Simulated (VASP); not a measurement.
Runs of VASP 6.6.1 on Co3SbN. The structure is that of space group Pm-3m (No. 221), or close to it. The cells are those of the table. The cell was built from a structure type or drawn by symmetry, and may not be a known phase.

| task | cell | k mesh | gap on the mesh (eV) | pressure (GPa) | moment (μB) |
| --- | --- | --- | --- | --- | --- |
| relaxation of cell and atoms | relaxed from a = 3.873 Å, 5 atoms | 4 × 4 × 4 | none | 0.0 | 3.02 |
| single point | a = 4.872 Å, 5 atoms | 8 × 8 × 8 | none | -5.2 | (a) |
| single point | a = 3.873 Å, 5 atoms | 4 × 4 × 4 | none | 119.5 | (b) |
| single point | a = 4.867 Å, 5 atoms | 4 × 4 × 4 | none | -4.1 | 5.79 |

Alike in all rows: level PBE; potentials or basis VASP PAW PBE potentials, release 64 (Co, Sb, N); spin collinear, ferromagnetic start; cutoff (eV) 600; smearing gaussian 0.1 eV.

**Question.** Estimate the missing entries.

**Answer.** (a) 5.21; (b) 2.84.

Caveats: some runs use coarse meshes; spin-orbit coupling is left out, which moves the levels of the heavy elements; the cell stands under tension (at least some runs); atoms lie so close that the PAW spheres overlap strongly, which falsifies energies and pressures (at least some runs).

A k mesh can miss the band edges, and the runs leave out spin-orbit coupling on Sb.

A gap of «none» marks levels without a gap at the run's occupations.
